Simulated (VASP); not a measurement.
Write the native input for VASP 6.6.1 that does the following.

- Task: single point
- Functional: PBE
- Potentials or basis: VASP PAW PBE potentials, release 64 (Ga_d)
- Cutoff: 520 eV
- k mesh: 6 × 6 × 4
- Occupations: gaussian, width 0.1 eV
- Spin: no spin polarisation
- Dipole correction: no
- Further INCAR settings: ALGO = Normal; EDIFF = 1e-06; NBANDS = 34

The structure of Ga lies in POSCAR:

```
Ga
1.0
    2.2615000000     -3.8305000000      0.0000000000
    2.2615000000      3.8305000000      0.0000000000
    0.0000000000      0.0000000000      4.5240000000
Ga
4
Direct
    0.8451000000      0.1549000000      0.0810000000
    0.6549000000      0.3451000000      0.5810000000
    0.1549000000      0.8451000000      0.9190000000
    0.3451000000      0.6549000000      0.4190000000
```

One way to write it, as run:

INCAR

```
SYSTEM = Ga
PREC     = Accurate       ! precision mode
ENCUT    = 520            ! plane-wave cutoff, eV
EDIFF    = 1E-6           ! SCF threshold, eV
ISMEAR   = 0              ! smearing method
SIGMA    = 0.1            ! smearing width, eV
LREAL    = .False.        ! projectors in reciprocal space
LASPH    = .True.         ! aspherical terms in the spheres
NELM     = 60             ! most SCF steps
ALGO     = Normal         ! electronic algorithm
ISIF     = 2              ! what is computed and relaxed
LWAVE    = .False.        ! write WAVECAR
LCHARG   = .False.        ! write CHGCAR
GGA      = PE             ! functional
NBANDS   = 34             ! bands
```

KPOINTS

```
regular mesh
0
Gamma
  6 6 4
  0 0 0
```

Potentials or basis: VASP PAW PBE potentials, release 64 (Ga_d).

Command:

```bash
$ cat potpaw_PBE.64/Ga_d/POTCAR > POTCAR
$ mpirun -np 1 vasp_std > vasp.out
```

It gave:

The pressure is 2.1 GPa. The largest force is 0.131 eV/Å. The band gap on the k mesh is zero (band 26 reaches 5.27 eV, above the bottom of band 27 at 4.11 eV).

Run time: 75 s on 1 thread of AMD EPYC 7R13 Processor (Zen 3) (shared host), peak memory 0.2 GiB.
